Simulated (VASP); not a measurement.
# Se (P3_121) in VASP: notebook

Se is run at these levels: PBEsol; tasks: single point.

Everything below comes from runs of VASP 6.6.1. Logs are shortened: lines on timing, memory, paths and dates and some standing lists are left out, and cuts for length are marked.

### 1 The cell of the first run

The structure is trigonal, space group P3_121 (No. 152). Conventional cell: a = 4.038 Å, b = 4.038 Å, c = 5.122 Å, α = 90.00°, β = 90.00°, γ = 120.00°. Se (site symmetry 2) has 6 Se at 2.44 to 3.17 Å within 3.2 Å.

### 2 Single point, PBEsol

INCAR

```
PREC = Accurate ; ENCUT = 520
EDIFF = 1E-6 ; ISMEAR = 0
SIGMA = 0.05 ; LREAL = False
LASPH = True ; NELM = 100
ALGO = Normal ; ISIF = 2
LWAVE = False ; LCHARG = False
GGA = PS ; NBANDS = 16
```

KPOINTS

```
Automatic mesh
0
Gamma
  12 12 8
```

POSCAR

```
Se
1.0
    4.0382592620      0.0000000000      0.0000000000
   -2.0191296310      3.4972351079      0.0000000000
    0.0000000000      0.0000000000      5.1216285832
Se
3
Direct
    0.2487173118      0.0000000000      0.8333333333
    0.0000000000      0.2487173118      0.1666666667
    0.7512826882      0.7512826882      0.5000000000
```

Potentials or basis: VASP PAW PBE potentials, release 64 (Se).

Run with:

```console
> cat potpaw_PBE.64/Se/POTCAR > POTCAR
> mpirun -np 1 vasp_std > vasp.out
```

OUTCAR:

```text
PREC = Accurate
   ENCUT = 520
   EDIFF = 1E-6
   ISMEAR = 0
   LREAL = False
   LASPH = True
   NELM = 100
   ISIF = 2
   GGA = PS

 ion  position               nearest neighbor table
   1  0.249  0.000  0.833-   3 2.44   2 2.44
   2  0.000  0.249  0.167-   3 2.44   1 2.44
   3  0.751  0.751  0.500-   2 2.44   1 2.44

  LATTYP: Found a hexagonal cell.
 ALAT       =     4.0382592620
 C/A-ratio  =     1.2682763168

  Lattice vectors:

 A1 = (   4.0382592620,   0.0000000000,   0.0000000000)
 A2 = (  -2.0191296310,   3.4972351079,   0.0000000000)
 A3 = (   0.0000000000,   0.0000000000,   5.1216285832)

Analysis of symmetry for initial positions (statically):
=====================================================================
 Subroutine PRICEL returns:
 Original cell was already a primitive cell.

 Routine SETGRP: Setting up the symmetry group for a
 hexagonal supercell.

 Subroutine GETGRP returns: Found  6 space group operations
 (whereof  2 operations were pure point group operations)
 out of a pool of 24 trial point group operations.

The static configuration has the point symmetry C_2 .
 The point group associated with its full space group is D_3 .

Analysis of symmetry for dynamics (positions and initial velocities):
=====================================================================
 Subroutine PRICEL returns:
 Original cell was already a primitive cell.

 Routine SETGRP: Setting up the symmetry group for a
 hexagonal supercell.

 Subroutine GETGRP returns: Found  6 space group operations
 (whereof  2 operations were pure point group operations)
 out of a pool of 24 trial point group operations.

The dynamic configuration has the point symmetry C_2 .
 The point group associated with its full space group is D_3 .

 Subroutine INISYM returns: Found  6 space group operations
 (whereof  2 operations are pure point group operations),
 and found     1 'primitive' translations

----------------------------------------------------------------------------------------

                                     Primitive cell

  volume of cell :      72.3314

  direct lattice vectors                    reciprocal lattice vectors
[... 80 lines left out ...]
   PREC   = accura    normal or accurate (medium, high low for compatibility)
   ISTART =      0    job   : 0-new  1-cont  2-samecut
   ICHARG =      2    charge: 1-file 2-atom 10-const
   ISPIN  =      1    spin polarized calculation?
   LNONCOLLINEAR =      F non collinear calculations
   LSORBIT =      F    spin-orbit coupling
   LASPH  =      T    aspherical Exc in radial PAW
   ENCUT  =  520.0 eV  38.22 Ry    6.18 a.u.   7.51  7.51  9.52*2*pi/ulx,y,z
   NELM   =    100;   NELMIN=  2; NELMDL= -5     # of ELM steps
   EDIFF  = 0.1E-05   stopping-criterion for ELM
   LREAL  =      F    real-space projection
   EDIFFG = 0.1E-04   stopping-criterion for IOM
   NSW    =      0    number of steps for IOM
   IBRION =     -1    ionic relax: 0-MD 1-quasi-New 2-CG
   NFREE  =      0    steps in history (QN), initial steepest desc. (CG)
   ISIF   =      2    stress and relaxation
   ISYM   =      2    0-nonsym 1-usesym 2-fastsym
   POTIM  = 0.5000    time-step for ionic-motion
   TEBEG  =    0.0;   TEEND  =   0.0 temperature during run
   PSTRESS=    0.0 pullay stress
   NELECT =      18.0000    total number of electrons
   NUPDOWN=      -1.0000    fix difference up-down
   EMIN   =  10.00;   EMAX   =-10.00  energy-range for DOS
   EFERMI =   0.00;   METHOD = LEGACY
   ISMEAR =     0;   SIGMA  =   0.05  broadening in eV -4-tet -1-fermi 0-gaus
   EFERMI_NEDOS =   21; number of points for ismear=-14 and -15
   IALGO  =     38    algorithm
   IMIX   =      4    mixing-type and parameters
     AMIX     =   0.40;   BMIX     =  1.00
     AMIX_MAG =   1.60;   BMIX_MAG =  1.00
  volume/ion in A,a.u.               =      24.11       162.71
  Fermi-wavevector in a.u.,A,eV,Ry     =   1.029730  1.945907 14.426850  1.060344
  Thomas-Fermi vector in A             =   2.163792
   LORBIT       =      0    0 simple, 1 ext, 2 COOP (PROOUT), +10 PAW based schemes
   GGA     = PS    functional components
   LHFCALC =     F    Hartree Fock is set to
   AEXX    =    0.0000 exact exchange contribution
   IVDW    =     0    specifies the selected vdW correction
   LEPSILON=     F    determine dielectric tensor
   LRPA    =     F    only Hartree local field effects (RPA)
 non-spin polarized calculation
 Gauss-broadening in eV      SIGMA  =   0.05
  energy-cutoff  :      520.00
  volume of cell :       72.33
 maximum number of plane-waves:      1976
   NGX = 15   NGY = 15   NGZ = 19

 number of electron      18.0000001 magnetization

 Free energy of the ion-electron system (eV)
  ---------------------------------------------------
  ext. energy  EPLUGINS =         0.00000000
  ---------------------------------------------------
  free energy    TOTEN  =       -11.56082878 eV

  energy without entropy =      -11.56082878  energy(sigma->0) =      -11.56082878

 E-fermi :   3.9817     XC(G=0):  -9.6895

 val. band max:        3.7535591709   @ k =   0.3333   0.3333   0.5000
 cond. band min:       4.1915297918   @ k =   0.3333   0.3333   0.5000
 fundamental gap:      0.4379706210
 Fermi energy:         3.9817410345

 k-point     1 :       0.0000    0.0000    0.0000
  band No.  band energies     occupation
      1     -12.3318      2.00000
      2      -8.2242      2.00000
      3      -8.2242      2.00000
      4       0.0534      2.00000
      5       0.2933      2.00000
      6       0.2933      2.00000
[... 433 lines left out ...]
      3      -7.4490      2.00000
      4      -0.9437      2.00000
      5      -0.6249      2.00000
      6       0.2746      2.00000
[... 8 lines left out ...]
     15      11.4450      0.00000
     16      12.2235      0.00000

 [... further k-points ...]
[... 5 lines left out ...]
  --------------------------------------------------------------------------------------
  -------------------------------------------------------------------------------------
  Total        0.0603883      0.0603883      0.1130184     -0.0000000      0.0000000     -0.0000000
  in kB        1.3376307      1.3376307      2.5034128     -0.0000000      0.0000000     -0.0000000
  external PRESSURE =       1.7262247 kB  Pullay stress =       0.0000000 kB

 VOLUME and BASIS-vectors are now :
 -----------------------------------------------------------------------------
  energy-cutoff  :      520.00
  volume of cell :       72.33
      direct lattice vectors                 reciprocal lattice vectors
     4.038259262  0.000000000  0.000000000     0.247631451  0.142970085  0.000000000
    -2.019129631  3.497235108  0.000000000     0.000000000  0.285940170  0.000000000
     0.000000000  0.000000000  5.121628583     0.000000000  0.000000000  0.195250394

 POSITION                                       TOTAL-FORCE (eV/Angst)
 -----------------------------------------------------------------------------------
      1.00438      0.00000      4.26802         0.030958     -0.000000      0.000000
     -0.50219      0.86982      0.85360        -0.015479      0.026810     -0.000000
      1.51694      2.62741      2.56081        -0.015479     -0.026810     -0.000000
 -----------------------------------------------------------------------------------
    total drift:                               -0.000001     -0.000001      0.000000

  FREE ENERGIE OF THE ION-ELECTRON SYSTEM (eV)
  ---------------------------------------------------
  free  energy   TOTEN  =       -11.5608287788 eV

  energy  without entropy=      -11.5608287788  energy(sigma->0) =      -11.56082878
```

OSZICAR:

```text
N       E                     dE             d eps       ncg     rms          rms(c)
DAV:   1     0.777068855203E+02    0.77707E+02   -0.73966E+03  4192   0.950E+02
DAV:   2    -0.688259356233E+01   -0.84589E+02   -0.80493E+02  5592   0.154E+02
DAV:   3    -0.116064951471E+02   -0.47239E+01   -0.47072E+01  5272   0.412E+01
DAV:   4    -0.116354005889E+02   -0.28905E-01   -0.28902E-01  5528   0.381E+00
DAV:   5    -0.116355746999E+02   -0.17411E-03   -0.17411E-03  5432   0.293E-01    0.708E+00
DAV:   6    -0.115811870344E+02    0.54388E-01   -0.29086E-02  5160   0.108E+00    0.435E+00
DAV:   7    -0.115616113722E+02    0.19576E-01   -0.58079E-02  4976   0.148E+00    0.180E-01
DAV:   8    -0.115607866302E+02    0.82474E-03   -0.86910E-03  4672   0.564E-01    0.959E-02
DAV:   9    -0.115608262302E+02   -0.39600E-04   -0.22225E-04  6016   0.100E-01    0.314E-02
DAV:  10    -0.115608285087E+02   -0.22785E-05   -0.24046E-05  5056   0.326E-02    0.564E-03
DAV:  11    -0.115608287788E+02   -0.27005E-06   -0.50852E-06  5760   0.133E-02
   1 F= -.11560829E+02 E0= -.11560829E+02  d E =-.128653E-11
```

stdout:

```text
POSCAR found type information on POSCAR Se
 POSCAR found :  1 types and       3 ions
 scaLAPACK will be used
 -----------------------------------------------------------------------------
|                                                                             |
|                                                                             |
|     You enforced a specific xc type in the INCAR file but a different       |
|     I HOPE YOU KNOW WHAT YOU ARE DOING!                                     |
|                                                                             |
 -----------------------------------------------------------------------------

 LDA part: xc-table for (Slater+PW92), standard interpolation
 POSCAR, INCAR and KPOINTS ok, starting setup
 FFT: planning ... GRIDC
 FFT: planning ... GRID_SOFT
 FFT: planning ... GRID
 WAVECAR not read
 entering main loop
```

It took 91 s on 1 thread of Intel Xeon Platinum 8259CL at 2.50GHz (Skylake/Cascade Lake), shared host; peak memory 0.26 GiB.

What came out:

* Free energy: -11.5608 eV
* Pressure: 0.2 GPa
* Largest force: 0.031 eV/Å
* Band gap on the k mesh: 0.44 eV, direct

Forces on the atoms (eV/Å):
```
Se   0.031  0.000  0.000
Se  -0.015  0.027  0.000
Se  -0.015 -0.027  0.000
```

Stress tensor (GPa, compression positive):
```
0.13 0.00 0.00
0.00 0.13 0.00
0.00 0.00 0.25
```

Caveat: the PAW data sets were made with another functional, which shifts forces and pressure a little. A k mesh can miss the band edges.

### 3 Single point, PBEsol

INCAR

```
SYSTEM = Se
PREC = Accurate
ENCUT = 520
EDIFF = 1E-6
ISMEAR = 0
SIGMA = 0.05
LREAL = .FALSE.
LASPH = .TRUE.
NELM = 60
ALGO = Normal
ISIF = 2
LWAVE = .FALSE.
LCHARG = .FALSE.
GGA = PS
NBANDS = 16
```

KPOINTS

```
regular mesh
0
G
  12 12 8
  0 0 0
```

POSCAR is that of step 2.

Potentials or basis: VASP PAW PBE potentials, release 64 (Se).

Run with:

```console
> cat potpaw_PBE.64/Se/POTCAR > POTCAR
> mpirun -np 1 vasp_std > vasp.out
```

Run time: 90 s. Hardware: 1 thread of Intel Xeon Platinum 8259CL at 2.50GHz (Skylake/Cascade Lake), shared host; peak memory 0.25 GiB.

Results (log left out):

- Free energy: -11.5608 eV
- Pressure: 0.2 GPa
- Largest force: 0.031 eV/Å
- Band gap on the k mesh: 0.44 eV, direct

Forces on the atoms (eV/Å):
```
Se   0.031  0.000  0.000
Se  -0.015  0.027  0.000
Se  -0.015 -0.027  0.000
```

Stress tensor (GPa, compression positive):
```
0.13 0.00 0.00
0.00 0.13 0.00
0.00 0.00 0.25
```

Levels at points of the mesh, in eV from the valence-band top:
```
           k point  band 7  band 8  band 9  band 10  band 11  band 12
(0.00, 0.00, 0.00)   -1.92   -1.92   -0.56     1.43     1.43     2.03
(0.50, 0.00, 0.00)   -3.67   -1.49   -0.99     1.40     1.65     4.24
(0.00, 0.00, 0.50)   -1.41   -1.37   -1.37     0.88     0.88     0.88
(0.50, 0.00, 0.50)   -2.50   -2.01   -0.10     1.27     2.48     2.96
```

Caveat: the PAW data sets were made with another functional, which shifts forces and pressure a little. A k mesh can miss the band edges.
